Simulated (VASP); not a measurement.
# Nb (Im-3m) in VASP: a series of runs

The runs below take Nb through single point, relaxation of cell and atoms, with r2SCAN.

All numbers are computed with VASP 6.6.1; they aren't measurements. Logs are shortened: lines on timing, memory, paths and dates and some standing lists are left out, and cuts for length are marked.

**1. The cell of the first run**

It takes space group Im-3m (No. 229, cubic). The conventional cell has a = 3.305 Å, b = 3.305 Å, c = 3.305 Å, α = 90.00°, β = 90.00°, γ = 90.00°. Within 3.8 Å of Nb (site symmetry m-3m) lie 14 Nb at 2.86 to 3.30 Å.

**2. Single point, r2SCAN**

The input, POSCAR:

```
Nb
1.0
   -1.6524918057      1.6524918057      1.6524918057
    1.6524918057     -1.6524918057      1.6524918057
    1.6524918057      1.6524918057     -1.6524918057
Nb
1
Direct
    0.0000000000      0.0000000000      0.0000000000
```

The input, INCAR.step1:

```
  ALGO = Normal
  EDIFF = 1E-4
  ENCUT = 520
  GGA = PE
  ISMEAR = -1
  LASPH = True
  LCHARG = False
  LREAL = False
  LWAVE = True
  NBANDS = 12
  NELM = 100
  PREC = Accurate
  SIGMA = 0.1
```

The input, INCAR.step2:

```
  ALGO = Normal
  EDIFF = 1E-6
  ENCUT = 520
  ISIF = 2
  ISMEAR = -1
  ISTART = 1
  LASPH = True
  LCHARG = False
  LMIXTAU = True
  LREAL = False
  LWAVE = False
  METAGGA = R2SCAN
  NBANDS = 12
  NELM = 100
  PREC = Accurate
  SIGMA = 0.1
```

The input, KPOINTS:

```
k-points
0
Gamma
  18 18 18
```

Potentials or basis: VASP PAW PBE potentials, release 64 (Nb_sv).

Started as:

```bash
> cat potpaw_PBE.64/Nb_sv/POTCAR > POTCAR
> cp INCAR.step1 INCAR
> mpirun -np 1 vasp_std > vasp.out
> cp INCAR.step2 INCAR
> mpirun -np 1 vasp_std > vasp.out
```

OUTCAR:

```text
EDIFF = 1E-6
   ENCUT = 520
   ISIF = 2
   ISMEAR = -1
   ISTART = 1
   LASPH = True
   LREAL = False
   METAGGA = R2SCAN
   NELM = 100
   PREC = Accurate

 ion  position               nearest neighbor table
   1  0.000  0.000  0.000-

  LATTYP: Found a body centered cubic cell.
 ALAT       =     3.3049836114

  Lattice vectors:

 A1 = (  -1.6524918057,   1.6524918057,   1.6524918057)
 A2 = (   1.6524918057,  -1.6524918057,   1.6524918057)
 A3 = (   1.6524918057,   1.6524918057,  -1.6524918057)

Analysis of symmetry for initial positions (statically):
=====================================================================
 Subroutine PRICEL returns:
 Original cell was already a primitive cell.

 Routine SETGRP: Setting up the symmetry group for a
 body centered cubic supercell.

 Subroutine GETGRP returns: Found 48 space group operations
 (whereof 48 operations were pure point group operations)
 out of a pool of 48 trial point group operations.

The static configuration has the point symmetry O_h .

Analysis of symmetry for dynamics (positions and initial velocities):
=====================================================================
 Subroutine PRICEL returns:
 Original cell was already a primitive cell.

 Routine SETGRP: Setting up the symmetry group for a
 body centered cubic supercell.

 Subroutine GETGRP returns: Found 48 space group operations
 (whereof 48 operations were pure point group operations)
 out of a pool of 48 trial point group operations.

The dynamic configuration has the point symmetry O_h .

 Subroutine INISYM returns: Found 48 space group operations
 (whereof 48 operations are pure point group operations),
 and found     1 'primitive' translations

----------------------------------------------------------------------------------------

                                     Primitive cell

  volume of cell :      18.0500

  direct lattice vectors                    reciprocal lattice vectors
    -1.652491806  1.652491806  1.652491806     0.000000000  0.302573361  0.302573361
     1.652491806 -1.652491806  1.652491806     0.302573361  0.000000000  0.302573361
     1.652491806  1.652491806 -1.652491806     0.302573361  0.302573361  0.000000000

  length of vectors
     2.862199767  2.862199767  2.862199767     0.427903351  0.427903351  0.427903351

  position of ions in fractional coordinates (direct lattice)
     0.000000000  0.000000000  0.000000000

  ion indices of the primitive-cell ions
   primitive index   ion index
                 1           1

----------------------------------------------------------------------------------------

 KPOINTS: k-points

Automatic generation of k-mesh.
 Grid dimensions read from file:
 generate k-points for:   18   18   18

 Generating k-lattice:

  Cartesian coordinates                     Fractional coordinates (reciprocal lattice)
     0.000000000  0.016809631  0.016809631     0.055555556  0.000000000  0.000000000
     0.016809631  0.000000000  0.016809631     0.000000000  0.055555556  0.000000000
     0.016809631  0.016809631  0.000000000     0.000000000  0.000000000  0.055555556

  Length of vectors
     0.023772408  0.023772408  0.023772408

  Shift w.r.t. Gamma in fractional coordinates (k-lattice)
     0.000000000  0.000000000  0.000000000

 Subroutine IBZKPT returns following result:
 ===========================================

 Found    195 irreducible k-points:

 Following reciprocal coordinates:
            Coordinates               Weight
  0.000000  0.000000  0.000000      1.000000
  0.055556  0.000000  0.000000     12.000000
  0.111111  0.000000  0.000000     12.000000
  0.166667  0.000000  0.000000     12.000000
  0.222222  0.000000  0.000000     12.000000
  0.277778  0.000000  0.000000     12.000000
[... 16 lines left out ...]
  0.333333  0.111111  0.000000     48.000000
  0.388889  0.111111  0.000000     48.000000
 [... further k-points ...]
   k-points           NKPTS =    195   k-points in BZ     NKDIM =    195   number of bands    NBANDS=     12
   number of dos      NEDOS =    301   number of ions     NIONS =      1
   total plane-waves  NPLWV =  13824
   dimension x,y,z NGX =    24 NGY =   24 NGZ =   24
   dimension x,y,z NGXF=    48 NGYF=   48 NGZF=   48
   ions per type =               1
   NGX,Y,Z   is equivalent  to a cutoff of  13.94, 13.94, 13.94 a.u.
   NGXF,Y,Z  is equivalent  to a cutoff of  27.88, 27.88, 27.88 a.u.
 SYSTEM =  unknown system
   PREC   = accura    normal or accurate (medium, high low for compatibility)
   ISTART =      1    job   : 0-new  1-cont  2-samecut
   ICHARG =      0    charge: 1-file 2-atom 10-const
   ISPIN  =      1    spin polarized calculation?
   LNONCOLLINEAR =      F non collinear calculations
   LSORBIT =      F    spin-orbit coupling
   LASPH  =      T    aspherical Exc in radial PAW
   ENCUT  =  520.0 eV  38.22 Ry    6.18 a.u.   5.32  5.32  5.32*2*pi/ulx,y,z
   NELM   =    100;   NELMIN=  2; NELMDL=  0     # of ELM steps
   EDIFF  = 0.1E-05   stopping-criterion for ELM
   LREAL  =      F    real-space projection
   EDIFFG = 0.1E-04   stopping-criterion for IOM
   NSW    =      0    number of steps for IOM
   IBRION =     -1    ionic relax: 0-MD 1-quasi-New 2-CG
   NFREE  =      0    steps in history (QN), initial steepest desc. (CG)
   ISIF   =      2    stress and relaxation
   ISYM   =      2    0-nonsym 1-usesym 2-fastsym
   POTIM  = 0.5000    time-step for ionic-motion
   TEBEG  =    0.0;   TEEND  =   0.0 temperature during run
   PSTRESS=    0.0 pullay stress
   NELECT =      13.0000    total number of electrons
   NUPDOWN=      -1.0000    fix difference up-down
   EMIN   =  10.00;   EMAX   =-10.00  energy-range for DOS
   EFERMI =   0.00;   METHOD = LEGACY
   ISMEAR =    -1;   SIGMA  =   0.10  broadening in eV -4-tet -1-fermi 0-gaus
   EFERMI_NEDOS =   21; number of points for ismear=-14 and -15
   IALGO  =     38    algorithm
   IMIX   =      4    mixing-type and parameters
     AMIX     =   0.40;   BMIX     =  1.00
     AMIX_MAG =   1.60;   BMIX_MAG =  1.00
  volume/ion in A,a.u.               =      18.05       121.81
  Fermi-wavevector in a.u.,A,eV,Ry     =   1.467450  2.773078 29.298914  2.153409
  Thomas-Fermi vector in A             =   2.583066
   LORBIT       =      0    0 simple, 1 ext, 2 COOP (PROOUT), +10 PAW based schemes
   METAGGA = R2SCAN    functional components
   LHFCALC =     F    Hartree Fock is set to
   AEXX    =    0.0000 exact exchange contribution
   IVDW    =     0    specifies the selected vdW correction
   LEPSILON=     F    determine dielectric tensor
   LRPA    =     F    only Hartree local field effects (RPA)
 non-spin polarized calculation
  energy-cutoff  :      520.00
  volume of cell :       18.05
 maximum number of plane-waves:       498
 NGX is ok and might be reduce to    24
   NGX = 11   NGY = 11   NGZ = 11

 number of electron      13.0000000 magnetization

 Free energy of the ion-electron system (eV)
  ---------------------------------------------------
  ext. energy  EPLUGINS =         0.00000000
  ---------------------------------------------------
  free energy    TOTEN  =       -24.86689028 eV

  energy without entropy =      -24.82091866  energy(sigma->0) =      -24.84390447

 E-fermi :  11.1166     XC(G=0): -13.6142

 val. band max:       11.1139010704   @ k =  -0.2222   0.3333   0.1111
 cond. band min:      11.1184315906   @ k =  -0.4444   0.5000   0.1111
 fundamental gap:      0.0045305202
 Fermi energy:        11.1166363768

 k-point     1 :       0.0000    0.0000    0.0000
  band No.  band energies     occupation
      1     -45.0491      2.00000
      2     -19.5932      2.00000
      3     -19.5932      2.00000
      4     -19.5932      2.00000
      5       4.8231      2.00000
      6      11.5518      0.02543
      7      11.5518      0.02543
      8      11.5518      0.02543
      9      14.6692      0.00000
     10      14.6692      0.00000
     11      25.9786      0.00000
     12      25.9786      0.00000

 k-point     2 :       0.0556    0.0000    0.0000
  band No.  band energies     occupation
      1     -45.0412      2.00000
      2     -19.6401      2.00000
      3     -19.6072      2.00000
      4     -19.5936      2.00000
      5       4.9570      2.00000
      6      11.4674      0.05819
      7      11.5307      0.03131
      8      11.6785      0.00724
      9      14.5361      0.00000
     10      14.6680      0.00000
     11      26.0894      0.00000
     12      26.2110      0.00000

 k-point     3 :       0.1111    0.0000    0.0000
  band No.  band energies     occupation
      1     -45.0185      2.00000
      2     -19.7739      2.00000
      3     -19.6475      2.00000
      4     -19.5947      2.00000
      5       5.3416      2.00000
      6      11.2344      0.47107
      7      11.4437      0.07322
      8      12.0538      0.00017
      9      14.2509      0.00000
     10      14.6721      0.00000
     11      26.3609      0.00000
     12      26.8859      0.00000
[... 286 lines left out ...]
 k-point    23 :       0.3333    0.1111    0.0000
  band No.  band energies     occupation
      1     -44.8045      2.00000
      2     -20.8435      2.00000
      3     -20.0371      2.00000
      4     -19.6665      2.00000
      5       7.7026      2.00000
      6       9.6664      2.00000
      7      11.5944      0.01668
      8      14.3841      0.00000
      9      15.4629      0.00000
     10      17.2635      0.00000
     11      24.2916      0.00000
     12      25.1058      0.00000

 k-point    24 :       0.3889    0.1111    0.0000
  band No.  band energies     occupation
      1     -44.7822      2.00000
      2     -20.9427      2.00000
      3     -20.0840      2.00000
      4     -19.6688      2.00000
      5       7.6144      2.00000
      6       9.5373      2.00000
      7      12.1903      0.00004
      8      14.5167      0.00000
      9      15.6477      0.00000
     10      18.1143      0.00000
     11      23.6359      0.00000
     12      24.2638      0.00000

 [... further k-points ...]

------------------------ aborting loop because EDIFF is reached ----------------------------------------

  FORCE on cell =-STRESS in cart. coord.  units (eV):
  Direction    XX          YY          ZZ          XY          YZ          ZX
  --------------------------------------------------------------------------------------
  -------------------------------------------------------------------------------------
  Total       -0.0204657     -0.0204657     -0.0204657      0.0000000      0.0000000      0.0000000
  in kB       -1.8165991     -1.8165991     -1.8165991      0.0000000      0.0000000      0.0000000
  external PRESSURE =      -1.8165991 kB  Pullay stress =       0.0000000 kB

 VOLUME and BASIS-vectors are now :
 -----------------------------------------------------------------------------
  energy-cutoff  :      520.00
  volume of cell :       18.05
      direct lattice vectors                 reciprocal lattice vectors
    -1.652491806  1.652491806  1.652491806     0.000000000  0.302573361  0.302573361
     1.652491806 -1.652491806  1.652491806     0.302573361  0.000000000  0.302573361
     1.652491806  1.652491806 -1.652491806     0.302573361  0.302573361  0.000000000

 POSITION                                       TOTAL-FORCE (eV/Angst)
 -----------------------------------------------------------------------------------
      0.00000      0.00000      0.00000         0.000000     -0.000000      0.000000
 -----------------------------------------------------------------------------------
    total drift:                                0.000000      0.000000      0.000000

  FREE ENERGIE OF THE ION-ELECTRON SYSTEM (eV)
  ---------------------------------------------------
  free  energy   TOTEN  =       -24.8668902819 eV

  energy  without entropy=      -24.8209186561  energy(sigma->0) =      -24.84390447
```

It took 2.6 min on 1 thread of Intel Xeon 8259CL, shared host; peak memory 0.17 GiB.

Results:

```yaml
Free_energy: -24.8669 eV
Pressure: -0.2 GPa
Band_gap_on_the_k_mesh: zero (an odd number of electrons rules out a gap without spin polarisation)
```

Caveat: the PAW data sets were made with another functional, which shifts forces and pressure a little.

**3. Single point, r2SCAN (18.05 Å³/atom)**

POSCAR is that of step 2.

The input, INCAR.step1:

```
SYSTEM = Nb
PREC = Accurate
ENCUT = 520
ISMEAR = -1
SIGMA = 0.1
LREAL = .False.
LASPH = .True.
NELM = 80
NBANDS = 12
GGA = PE
ALGO = Normal
EDIFF = 1E-4
LWAVE = .True.
LCHARG = .False.
```

The input, INCAR.step2:

```
SYSTEM = Nb
PREC = Accurate
ENCUT = 520
EDIFF = 1E-6
ISMEAR = -1
SIGMA = 0.1
LREAL = .False.
LASPH = .True.
NELM = 80
ALGO = Normal
ISIF = 2
LWAVE = .False.
LCHARG = .False.
METAGGA = R2SCAN
LMIXTAU = .True.
NBANDS = 12
ISTART = 1
```

The input, KPOINTS:

```
regular mesh
0
Gamma
  18 18 18
  0 0 0
```

Potentials or basis: VASP PAW PBE potentials, release 64 (Nb_sv).

Started as:

```bash
> cat potpaw_PBE.64/Nb_sv/POTCAR > POTCAR
> cp INCAR.step1 INCAR
> mpirun -np 1 vasp_std > vasp.out
> cp INCAR.step2 INCAR
> mpirun -np 1 vasp_std > vasp.out
```

Wall time 2.4 min (1 thread of Intel Xeon 8259CL, shared host); peak memory 0.18 GiB.

It converged, with:

| Property | Result |
| --- | --- |
| Free energy | -24.8669 eV |
| Pressure | -0.2 GPa |
| Band gap on the k mesh | zero (an odd number of electrons rules out a gap without spin polarisation) |

Levels at points of the mesh, in eV from the Fermi level:
| k point | band 3 | band 4 | band 5 | band 6 | band 7 | band 8 | band 9 | band 10 | band 11 | band 12 |
| --- | --- | --- | --- | --- | --- | --- | --- | --- | --- | --- |
| (0.00, 0.00, 0.00) | -30.71 | -30.71 | -6.29 | 0.44 | 0.44 | 0.44 | 3.55 | 3.55 | 14.86 | 14.86 |
| (0.50, 0.00, 0.00) | -31.16 | -30.72 | -3.90 | -1.71 | 2.23 | 3.57 | 4.29 | 6.63 | 12.14 | 12.65 |
| (0.50, 0.50, 0.50) | -31.69 | -31.69 | -3.88 | -3.88 | 5.84 | 5.84 | 5.84 | 9.50 | 9.50 | 9.50 |

Caveat: the PAW data sets were made with another functional, which shifts forces and pressure a little.

(Part 1 of 2 ends here.)
